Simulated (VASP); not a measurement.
A run of VASP 6.6.1 is set up as follows.

POSCAR

```
Al5InAs6
1.0
    7.0865126870     -0.0000000289      0.0000000000
   -3.5432563185      6.1371000257      0.0000000000
    0.0000000000      0.0000000000      6.7247279000
Al In As
5 1 6
Direct
    0.3383250000      0.3383250000      0.0002950000
    0.0000000000      0.6616750000      0.0002950000
    0.6616750000      0.0000000000      0.0002950000
    0.6666666667      0.3333333333      0.5008870000
    0.3333333333      0.6666666667      0.5008870000
    0.0000000000      0.0000000000      0.5018170000
    0.3527930000      0.3527930000      0.3697590000
    0.0000000000      0.6472070000      0.3697590000
    0.6472070000      0.0000000000      0.3697590000
    0.6666666667      0.3333333333      0.8718450000
    0.3333333333      0.6666666667      0.8718450000
    0.0000000000      0.0000000000      0.8985550000
```

INCAR.step1

```
SYSTEM = Al5InAs6
ALGO = Normal
EDIFF = 1E-4
ENCUT = 520
GGA = PE
ISMEAR = 0
LASPH = .TRUE.
LCHARG = .FALSE.
LREAL = .FALSE.
LWAVE = .TRUE.
NBANDS = 41
NELM = 100
PREC = Accurate
SIGMA = 0.02
```

File INCAR.step2:

```
SYSTEM = Al5InAs6
ALGO = Normal
EDIFF = 1E-7
ENCUT = 520
ISIF = 2
ISMEAR = 0
ISTART = 1
LASPH = .TRUE.
LCHARG = .FALSE.
LMIXTAU = .TRUE.
LREAL = .FALSE.
LWAVE = .FALSE.
METAGGA = R2SCAN
NBANDS = 41
NELM = 100
PREC = Accurate
SIGMA = 0.02
```

The input KPOINTS:

```
k-points
0
G
  6 6 4
  0 0 0
```

Potentials or basis: VASP PAW PBE potentials, release 64 (Al, In_d, As).

The run is started by

```console
$ cat potpaw_PBE.64/Al/POTCAR potpaw_PBE.64/In_d/POTCAR potpaw_PBE.64/As/POTCAR > POTCAR
$ cp INCAR.step1 INCAR
$ mpirun -np 1 vasp_std > vasp.out
$ cp INCAR.step2 INCAR
$ mpirun -np 1 vasp_std > vasp.out
```

Question: Estimate the pressure.

Answer: -2.0 GPa.

Question: What does it give for the largest force?

Answer: 0.047 eV/Å.

Question: Predict the band gap on the k mesh.

Answer: 1.88 eV, direct.

Forces on the atoms (eV/Å):
```
Al  -0.002 -0.003  0.015
Al  -0.002  0.003  0.015
Al   0.004  0.000  0.015
Al   0.000  0.000 -0.016
Al   0.000  0.000 -0.016
In   0.000  0.000 -0.004
As  -0.016 -0.027  0.016
As  -0.016  0.027  0.016
As   0.032  0.000  0.016
As   0.000  0.000 -0.005
As   0.000  0.000 -0.005
As   0.000  0.000 -0.047
```

Caveat: the PAW data sets were made with another functional, which shifts forces and pressure a little; spin-orbit coupling is left out, which moves the levels of the heavy elements. r2SCAN opens gaps a little over a GGA but as a rule still falls short of measured ones.
